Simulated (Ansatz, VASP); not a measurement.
**AlN in VASP and in Ansatz**

File INCAR:

```
SYSTEM = AlN
PREC = Accurate ; ENCUT = 600
EDIFF = 1E-7 ; ISMEAR = -1
SIGMA = 0.05 ; LREAL = .FALSE.
LASPH = .TRUE. ; NELM = 80
ALGO = Normal ; ISIF = 3
LWAVE = .FALSE. ; LCHARG = .FALSE.
GGA = PE ; IVDW = 12
IBRION = 2 ; NSW = 60
EDIFFG = -0.01
```

The input KPOINTS:

```
Automatic mesh
0
G
  11 11 11
  0 0 0
```

Contents of POSCAR:

```
AlN
1.0
    0.0000000000      2.0345180000      2.0345180000
    2.0345180000      0.0000000000      2.0345180000
    2.0345180000      2.0345180000      0.0000000000
Al N
1 1
Direct
    0.5000000000      0.5000000000      0.5000000000
    0.0000000000      0.0000000000      0.0000000000
```

Contents of input.yaml:

```yaml
crystal:
  lattice:
    - [0.0, 2.034518, 2.034518]
    - [2.034518, 0.0, 2.034518]
    - [2.034518, 2.034518, 0.0]
  atoms:
    - { symbol: Al, position: [0.5, 0.5, 0.5] }
    - { symbol: "N", position: [0.0, 0.0, 0.0] }
hamiltonian:
  xc: pbe
  pseudopotentials: { kind: paw }
  dispersion: d3bj
kpoints:
  mp_grid: { grid: [11, 11, 11] }
scf:
  occupations: { method: fermi_dirac, width: 0.05 }
output:
  forces: true
  stress: true
  eigenvalues: true
relax:
  f_tol: 0.01
  max_steps: 40
  cell: { stress_tol: 0.05 }
```

Alike in both runs: task relaxation of cell and atoms; functional PBE; dispersion D3(BJ); k mesh 11 × 11 × 11; occupations fermi-dirac, width 0.05 eV; no spin polarisation.

|  | VASP | Ansatz |
| --- | --- | --- |
| version | VASP 6.6.1 | Ansatz 0.2.0 |
| potentials or method | VASP PAW PBE potentials, release 64 (Al, N) | Ansatz PAW |
| plane-wave cutoff (eV) | 600 | 420 |
| valence electrons in the cell | 8 | 8 |

VASP gave:

* gap on the k mesh at the Fermi level, each at its own relaxed structure (eV): 4.81
* relaxed volume (Å³/atom): 8.20
* relaxed cell length with the largest relative difference (Å): 2.852

Q: What did Ansatz give for the same quantities?

A: gap on the k mesh at the Fermi level, each at its own relaxed structure (eV): 4.82; relaxed volume (Å³/atom): 8.21; relaxed cell length with the largest relative difference (Å): 2.853.

Noted on Ansatz's run: odd divisions of the mesh miss points on the zone boundary, where band edges often lie, so the gap on the mesh can be too wide; the plane-wave basis is chosen anew once the cell has moved, so the energies of steps on either side of that aren't comparable.
